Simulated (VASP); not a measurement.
# FeCu (Cmmm) in VASP: further runs

FeCu is run at these levels: PBE; tasks: single point.

Program: VASP 6.6.1. These are calculated values, not measurements. Logs are shortened: lines on timing, memory, paths and dates and some standing lists are left out, and cuts for length are marked.

**1. The cell of the first run**

The structure is orthorhombic, space group Cmmm (No. 65). Conventional cell: a = 2.828 Å, b = 3.908 Å, c = 4.068 Å, α = 90.00°, β = 90.00°, γ = 90.00°. Within 3.2 Å of Fe (site symmetry mmm) lie 6 Fe at 2.41 to 2.83 Å and 8 Cu at 2.48 to 2.82 Å. Within 3.2 Å of Cu (site symmetry mmm) lie 6 Cu at 2.41 to 2.83 Å and 8 Fe at 2.48 to 2.82 Å.

**2. Single point, PBE, collinear spin, ferromagnetic start (volume scaled by 0.95)**

The input, INCAR:

```
  ALGO = Normal
  EDIFF = 1E-7
  ENCUT = 520
  GGA = PE
  ISIF = 2
  ISMEAR = -1
  ISPIN = 2
  LASPH = T
  LCHARG = T
  LELF = T
  LMAXMIX = 4
  LORBIT = 11
  LREAL = F
  LVHAR = T
  LWAVE = F
  MAGMOM = 3 0
  NBANDS = 20
  NELM = 150
  PREC = Accurate
  SIGMA = 0.03
```

The input, KPOINTS:

```
k-points
0
Gamma
  12 12 7
```

The input, POSCAR:

```
FeCu
1.0
    1.4138897982     -1.9542336930      0.0000000000
    1.4138897982      1.9542336930      0.0000000000
    0.0000000000      0.0000000000      4.0679835664
Fe Cu
1 1
Direct
    0.0000000000      0.0000000000      0.0000000000
    0.5000000000      0.5000000000      0.5000000000
```

Potentials or basis: VASP PAW PBE potentials, release 64 (Fe, Cu).

Run with:

```console
$ cat potpaw_PBE.64/Fe/POTCAR potpaw_PBE.64/Cu/POTCAR > POTCAR
$ mpirun -np 1 vasp_std > vasp.out
```

OUTCAR:

```text
EDIFF = 1E-7
   ENCUT = 520
   GGA = PE
   ISIF = 2
   ISMEAR = -1
   ISPIN = 2
   LASPH = T
   LORBIT = 11
   LREAL = F
   NELM = 150
   PREC = Accurate

 ion  position               nearest neighbor table
   1  0.000  0.000  0.000-   2 2.48   2 2.48   2 2.48   2 2.48   2 2.82   2 2.82   2 2.82   2 2.82

   2  0.500  0.500  0.500-   1 2.48   1 2.48   1 2.48   1 2.48   1 2.82   1 2.82   1 2.82   1 2.82

  LATTYP: Found a base centered orthorhombic cell.
 ALAT       =     2.8277795964
 B/A-ratio  =     1.3821683242
 C/A-ratio  =     1.4385787250

  Lattice vectors:

 A1 = (   1.4138897982,  -1.9542336930,   0.0000000000)
 A2 = (   1.4138897982,   1.9542336930,   0.0000000000)
 A3 = (   0.0000000000,   0.0000000000,   4.0679835664)

Analysis of symmetry for initial positions (statically):
=====================================================================
 Subroutine PRICEL returns:
 Original cell was already a primitive cell.

 Routine SETGRP: Setting up the symmetry group for a
 base centered orthorhombic supercell.

 Subroutine GETGRP returns: Found  8 space group operations
 (whereof  8 operations were pure point group operations)
 out of a pool of  8 trial point group operations.

The static configuration has the point symmetry D_2h.

Analysis of symmetry for dynamics (positions and initial velocities):
=====================================================================
 Subroutine PRICEL returns:
 Original cell was already a primitive cell.

 Routine SETGRP: Setting up the symmetry group for a
 base centered orthorhombic supercell.

 Subroutine GETGRP returns: Found  8 space group operations
 (whereof  8 operations were pure point group operations)
 out of a pool of  8 trial point group operations.

The dynamic configuration has the point symmetry D_2h.

Analysis of structural, dynamic, and magnetic symmetry:
=====================================================================
 Subroutine PRICEL returns:
 Original cell was already a primitive cell.

 Routine SETGRP: Setting up the symmetry group for a
 base centered orthorhombic supercell.

 Subroutine GETGRP returns: Found  8 space group operations
 (whereof  8 operations were pure point group operations)
 out of a pool of  8 trial point group operations.

The overall configuration has the point symmetry D_2h.

 Subroutine INISYM returns: Found  8 space group operations
 (whereof  8 operations are pure point group operations),
 and found     1 'primitive' translations

----------------------------------------------------------------------------------------

                                     Primitive cell

  volume of cell :      22.4803

  direct lattice vectors                    reciprocal lattice vectors
     1.413889798 -1.954233693  0.000000000     0.353634350 -0.255854764  0.000000000
     1.413889798  1.954233693  0.000000000     0.353634350  0.255854764  0.000000000
     0.000000000  0.000000000  4.067983566     0.000000000  0.000000000  0.245822035

  length of vectors
     2.412076634  2.412076634  4.067983566     0.436484723  0.436484723  0.245822035

  position of ions in fractional coordinates (direct lattice)
     0.000000000  0.000000000  0.000000000
     0.500000000  0.500000000  0.500000000

  ion indices of the primitive-cell ions
   primitive index   ion index
                 1           1
                 2           2

----------------------------------------------------------------------------------------

 KPOINTS: k-points

Automatic generation of k-mesh.
 Grid dimensions read from file:
 generate k-points for:   12   12    7

 Generating k-lattice:

  Cartesian coordinates                     Fractional coordinates (reciprocal lattice)
     0.029469529 -0.021321230  0.000000000     0.083333333  0.000000000  0.000000000
     0.029469529  0.021321230  0.000000000     0.000000000  0.083333333  0.000000000
     0.000000000  0.000000000  0.035117434     0.000000000  0.000000000  0.142857143

  Length of vectors
     0.036373727  0.036373727  0.035117434

  Shift w.r.t. Gamma in fractional coordinates (k-lattice)
     0.000000000  0.000000000  0.000000000

 Subroutine IBZKPT returns following result:
 ===========================================

 Found    172 irreducible k-points:

 Following reciprocal coordinates:
            Coordinates               Weight
  0.000000  0.000000  0.000000      1.000000
  0.083333 -0.000000  0.000000      4.000000
  0.166667  0.000000  0.000000      4.000000
  0.250000  0.000000  0.000000      4.000000
  0.333333 -0.000000  0.000000      4.000000
  0.416667 -0.000000  0.000000      4.000000
[... 16 lines left out ...]
  0.500000  0.166667  0.000000      4.000000
 -0.416667  0.166667  0.000000      4.000000
 [... further k-points ...]
   k-points           NKPTS =    172   k-points in BZ     NKDIM =    172   number of bands    NBANDS=     20
   number of dos      NEDOS =    301   number of ions     NIONS =      2
   total plane-waves  NPLWV =   9720
   dimension x,y,z NGX =    18 NGY =   18 NGZ =   30
   dimension x,y,z NGXF=    36 NGYF=   36 NGZF=   60
   ions per type =               1   1
   NGX,Y,Z   is equivalent  to a cutoff of  12.41, 12.41, 12.26 a.u.
   NGXF,Y,Z  is equivalent  to a cutoff of  24.81, 24.81, 24.52 a.u.
 SYSTEM =  unknown system
   PREC   = accura    normal or accurate (medium, high low for compatibility)
   ISTART =      0    job   : 0-new  1-cont  2-samecut
   ICHARG =      2    charge: 1-file 2-atom 10-const
   ISPIN  =      2    spin polarized calculation?
   LNONCOLLINEAR =      F non collinear calculations
   LSORBIT =      F    spin-orbit coupling
   LASPH  =      T    aspherical Exc in radial PAW
   ENCUT  =  520.0 eV  38.22 Ry    6.18 a.u.   4.48  4.48  7.56*2*pi/ulx,y,z
   NELM   =    150;   NELMIN=  2; NELMDL= -5     # of ELM steps
   EDIFF  = 0.1E-06   stopping-criterion for ELM
   LREAL  =      F    real-space projection
   EDIFFG = 0.1E-05   stopping-criterion for IOM
   NSW    =      0    number of steps for IOM
   IBRION =     -1    ionic relax: 0-MD 1-quasi-New 2-CG
   NFREE  =      0    steps in history (QN), initial steepest desc. (CG)
   ISIF   =      2    stress and relaxation
   ISYM   =      2    0-nonsym 1-usesym 2-fastsym
   POTIM  = 0.5000    time-step for ionic-motion
   TEBEG  =    0.0;   TEEND  =   0.0 temperature during run
   PSTRESS=    0.0 pullay stress
   NELECT =      19.0000    total number of electrons
   NUPDOWN=      -1.0000    fix difference up-down
   EMIN   =  10.00;   EMAX   =-10.00  energy-range for DOS
   EFERMI =   0.00;   METHOD = LEGACY
   ISMEAR =    -1;   SIGMA  =   0.03  broadening in eV -4-tet -1-fermi 0-gaus
   EFERMI_NEDOS =   21; number of points for ismear=-14 and -15
   IALGO  =     38    algorithm
   IMIX   =      4    mixing-type and parameters
     AMIX     =   0.40;   BMIX     =  1.00
     AMIX_MAG =   1.60;   BMIX_MAG =  1.00
  volume/ion in A,a.u.               =      11.24        75.85
  Fermi-wavevector in a.u.,A,eV,Ry     =   1.547838  2.924990 32.596888  2.395804
  Thomas-Fermi vector in A             =   2.652874
   LORBIT       =     11    0 simple, 1 ext, 2 COOP (PROOUT), +10 PAW based schemes
   GGA     = PE    functional components
   LHFCALC =     F    Hartree Fock is set to
   AEXX    =    0.0000 exact exchange contribution
   IVDW    =     0    specifies the selected vdW correction
   LEPSILON=     F    determine dielectric tensor
   LRPA    =     F    only Hartree local field effects (RPA)
 spin polarized calculation
  energy-cutoff  :      520.00
  volume of cell :       22.48
 maximum number of plane-waves:       625
 NGX is ok and might be reduce to    18
   NGX =  9   NGY =  9   NGZ = 15

 number of electron      18.9999975 magnetization       2.4507707

 Free energy of the ion-electron system (eV)
  ---------------------------------------------------
  ext. energy  EPLUGINS =         0.00000000
  ---------------------------------------------------
  free energy    TOTEN  =       -11.58330678 eV

  energy without entropy =      -11.57714781  energy(sigma->0) =      -11.58022729

 E-fermi :   7.2259     XC(G=0): -13.0964

 val. band max:        7.2241756682   @ k =  -0.3333   0.0833   0.0000
 cond. band min:       7.2321657636   @ k =   0.3333   0.1667   0.1429
 fundamental gap:      0.0079900955
 Fermi energy:         7.2259483172

 spin component 1

 k-point     1 :       0.0000    0.0000    0.0000
  band No.  band energies     occupation
      1      -2.0905      1.00000
      2       1.8464      1.00000
      3       3.1123      1.00000
      4       4.0865      1.00000
      5       4.0878      1.00000
      6       4.3053      1.00000
[... 12 lines left out ...]
     19      32.9532      0.00000
     20      33.5476      0.00000
[... 507 lines left out ...]
 k-point    24 :      -0.4167    0.1667    0.0000
  band No.  band energies     occupation
      1       1.8958      1.00000
      2       2.9021      1.00000
      3       3.0669      1.00000
      4       3.3319      1.00000
      5       3.3481      1.00000
      6       4.1025      1.00000
[... 12 lines left out ...]
     19      29.6300      0.00000
     20      32.3014      0.00000

 [... further k-points ...]

 spin component 2

 k-point     1 :       0.0000    0.0000    0.0000
  band No.  band energies     occupation
      1      -2.0163      1.00000
      2       2.2873      1.00000
      3       3.2886      1.00000
      4       4.5201      1.00000
      5       4.7095      1.00000
      6       5.0261      1.00000
[... 12 lines left out ...]
     19      32.8305      0.00000
     20      33.8009      0.00000
[... 507 lines left out ...]
 k-point    24 :      -0.4167    0.1667    0.0000
  band No.  band energies     occupation
      1       2.0707      1.00000
      2       3.2402      1.00000
      3       3.3361      1.00000
      4       3.6392      1.00000
      5       4.1502      1.00000
      6       5.2475      1.00000
[... 12 lines left out ...]
     19      29.8267      0.00000
     20      32.6592      0.00000

 [... further k-points ...]
[... 5 lines left out ...]
  --------------------------------------------------------------------------------------
  -------------------------------------------------------------------------------------
  Total        1.4585104      1.2724913      1.5083759     -0.0000000      0.0000000      0.0000000
  in kB      103.9486537     90.6909942    107.5025926     -0.0000000      0.0000000      0.0000000
  external PRESSURE =     100.7140802 kB  Pullay stress =       0.0000000 kB

 VOLUME and BASIS-vectors are now :
 -----------------------------------------------------------------------------
  energy-cutoff  :      520.00
  volume of cell :       22.48
      direct lattice vectors                 reciprocal lattice vectors
     1.413889798 -1.954233693  0.000000000     0.353634350 -0.255854764  0.000000000
     1.413889798  1.954233693  0.000000000     0.353634350  0.255854764  0.000000000
     0.000000000  0.000000000  4.067983566     0.000000000  0.000000000  0.245822035

 POSITION                                       TOTAL-FORCE (eV/Angst)
 -----------------------------------------------------------------------------------
      0.00000      0.00000      0.00000         0.000000      0.000000      0.000000
      1.41389      0.00000      2.03399        -0.000000     -0.000000      0.000000
 -----------------------------------------------------------------------------------
    total drift:                               -0.000000     -0.000000     -0.000000

  FREE ENERGIE OF THE ION-ELECTRON SYSTEM (eV)
  ---------------------------------------------------
  free  energy   TOTEN  =       -11.5833067806 eV

  energy  without entropy=      -11.5771478062  energy(sigma->0) =      -11.58022729

 total charge

# of ion       s       p       d       tot
------------------------------------------
    1        0.474   0.501   6.251   7.226
    2        0.487   0.479   9.143  10.109
--------------------------------------------------
tot          0.961   0.980  15.393  17.335

 magnetization (x)

# of ion       s       p       d       tot
------------------------------------------
    1        0.003  -0.012   2.396   2.387
    2       -0.015  -0.046   0.130   0.070
--------------------------------------------------
tot         -0.011  -0.058   2.526   2.457
```

It took 2.2 min on 1 thread of Oxide Virtual Turin-like, shared host; peak memory 0.2 GiB.

What came out:

| Item | Value |
| --- | --- |
| Free energy | -11.5833 eV |
| Pressure | 10.1 GPa |
| Net moment | 2.45 μB per cell |
| Site moments | Fe +2.39; Cu +0.07 μB |
| Valence electrons inside the program's atomic spheres | Fe 7.23; Cu 10.11 |

Stress tensor (GPa, compression positive):
```
10.39  0.00  0.00
 0.00  9.07  0.00
 0.00  0.00 10.75
```

**3. Single point, PBE, collinear spin, ferromagnetic start (volume scaled by 1.05)**

The input, INCAR:

```
PREC     = Accurate       # precision mode
ENCUT    = 520            # plane-wave cutoff, eV
EDIFF    = 1E-6           # SCF threshold, eV
ISMEAR   = -1             # smearing method
SIGMA    = 0.03           # smearing width, eV
LREAL    = False          # projectors in reciprocal space
LASPH    = True           # aspherical terms in the spheres
NELM     = 150            # most SCF steps
ALGO     = Normal         # electronic algorithm
ISIF     = 2              # what is computed and relaxed
LWAVE    = False          # write WAVECAR
LCHARG   = True           # write CHGCAR
ISPIN    = 2              # spin polarisation
MAGMOM   = 3 0            # initial moments
LORBIT   = 11             # projections on sites
LMAXMIX  = 4              # l up to which the mixer works
GGA      = PE             # functional
LELF     = True           # ELF
LVHAR    = True         
NBANDS   = 20             # bands
```

The input, KPOINTS:

```
Automatic mesh
0
Gamma
  12 12 7
```

The input, POSCAR:

```
FeCu
1.0
    1.4618544209     -2.0205288752      0.0000000000
    1.4618544209      2.0205288752      0.0000000000
    0.0000000000      0.0000000000      4.2059853380
Fe Cu
1 1
Direct
    0.0000000000      0.0000000000      0.0000000000
    0.5000000000      0.5000000000      0.5000000000
```

Potentials or basis: VASP PAW PBE potentials, release 64 (Fe, Cu).

Run with:

```console
$ cat potpaw_PBE.64/Fe/POTCAR potpaw_PBE.64/Cu/POTCAR > POTCAR
$ mpirun -np 1 vasp_std > vasp.out
```

Run time: 2.8 min. Hardware: 1 thread of Oxide Virtual Turin-like, shared host; peak memory 0.22 GiB.

It converged, with:

```
Free energy                                           : -11.6127 eV
Pressure                                              : -5.2 GPa
Net moment                                            : 2.66 μB per cell
Site moments                                          : Fe +2.63; Cu +0.06 μB
Valence electrons inside the program's atomic spheres : Fe 7.04; Cu 9.99
```

Stress tensor (GPa, compression positive):
```
-5.37  0.00  0.00
 0.00 -5.43  0.00
 0.00  0.00 -4.82
```

Levels at points of the mesh, in eV from the Fermi level:
Spin up:
```csv
k point,band 8,band 9,band 10,band 11,band 12,band 13,band 14,band 15
"(0.00, 0.00, 0.00)",-2.22,-1.43,-1.40,-1.05,-0.56,4.63,17.36,17.82
"(0.50, 0.00, 0.00)",-2.13,-1.59,-1.11,0.36,1.42,8.71,8.81,9.02
"(0.50, 0.50, 0.00)",-1.35,-1.14,-0.05,0.12,5.41,8.26,8.39,8.46
```
Spin down:
| k point | band 6 | band 7 | band 8 | band 9 | band 10 | band 11 |
| --- | --- | --- | --- | --- | --- | --- |
| (0.00, 0.00, 0.00) | -2.12 | -1.38 | -0.99 | -0.49 | 1.39 | 1.49 |
| (0.50, 0.00, 0.00) | -2.03 | -1.67 | -1.30 | 0.46 | 1.35 | 1.78 |
| (0.50, 0.50, 0.00) | -0.96 | 0.08 | 0.11 | 0.79 | 0.89 | 2.33 |
